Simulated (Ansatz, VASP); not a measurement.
**ZrO2 in VASP and in Ansatz**

Contents of INCAR:

```
PREC = Accurate
ENCUT = 520
EDIFF = 1E-7
ISMEAR = -1
SIGMA = 0.02
LREAL = False
LASPH = True
NELM = 120
ALGO = Normal
ISIF = 2
LWAVE = False
LCHARG = False
GGA = PE
IBRION = 2
NSW = 80
EDIFFG = -0.02
GGA_COMPAT = False
NELMIN = 4
```

KPOINTS

```
regular mesh
0
Gamma
  8 8 6
```

The input POSCAR:

```
ZrO2
1.0
    3.6434225321      0.0000000000      0.0000000000
    0.0000000000      3.6434225321      0.0000000000
    0.0000000000      0.0000000000      5.2451262336
Zr O
2 4
Direct
    0.0000000000      0.0000000000      0.0000000000
    0.5000000000      0.5000000000      0.5000000000
    0.0000000000      0.5000000000      0.2011907693
    0.0000000000      0.5000000000      0.7011907693
    0.5000000000      0.0000000000      0.2988092307
    0.5000000000      0.0000000000      0.7988092307
```

Input for Ansatz:

```yaml
crystal:
  lattice:
    - [3.6434225321, 0.0, 0.0]
    - [0.0, 3.6434225321, 0.0]
    - [0.0, 0.0, 5.2451262336]
  atoms:
    - { symbol: Zr, position: [0.0, 0.0, 0.0] }
    - { symbol: Zr, position: [0.5, 0.5, 0.5] }
    - { symbol: O, position: [0.0, 0.5, 0.2011907693] }
    - { symbol: O, position: [0.0, 0.5, 0.7011907693] }
    - { symbol: O, position: [0.5, 0.0, 0.2988092307] }
    - { symbol: O, position: [0.5, 0.0, 0.7988092307] }
kpoints:
  mp_grid: { grid: [8, 8, 6] }
scf:
  occupations: { method: fermi_dirac, width: 0.02 }
hamiltonian:
  xc: pbe
  pseudopotentials: { kind: paw }
output:
  forces: true
  stress: true
  populations: true
  efg:
    quadrupole_moments_barn: { Zr: -0.176, O: -0.02558 }
    contact_densities: true
  write_density: true
  write_potential: true
  elf: true
  volumetric_format: npy
relax:
  f_tol: 0.02
  max_steps: 60
```

Change from the starting cell: volume scaled by 1.04, ions relaxed.

Alike in both runs: task relaxation of the atoms; functional PBE; k mesh 8 × 8 × 6; occupations fermi-dirac, width 0.02 eV; no spin polarisation.

|  | VASP | Ansatz |
| --- | --- | --- |
| version | VASP 6.6.1 | Ansatz 0.2.0 |
| potentials or method | VASP PAW PBE potentials, release 64 (Zr_sv, O) | plane-wave PAW, scalar-relativistic |
| plane-wave cutoff (eV) | 520 | 420 |
| valence electrons in the cell | 48 | 48 |

Ansatz gave:

```
gap on the k mesh at the Fermi level, each at its own relaxed structure (eV) : 3.89
```

Problem. What did VASP give for the same quantities?

Solution. gap on the k mesh at the Fermi level, each at its own relaxed structure (eV): 3.88.

Ansatz's warnings: stress scf threshold loose.
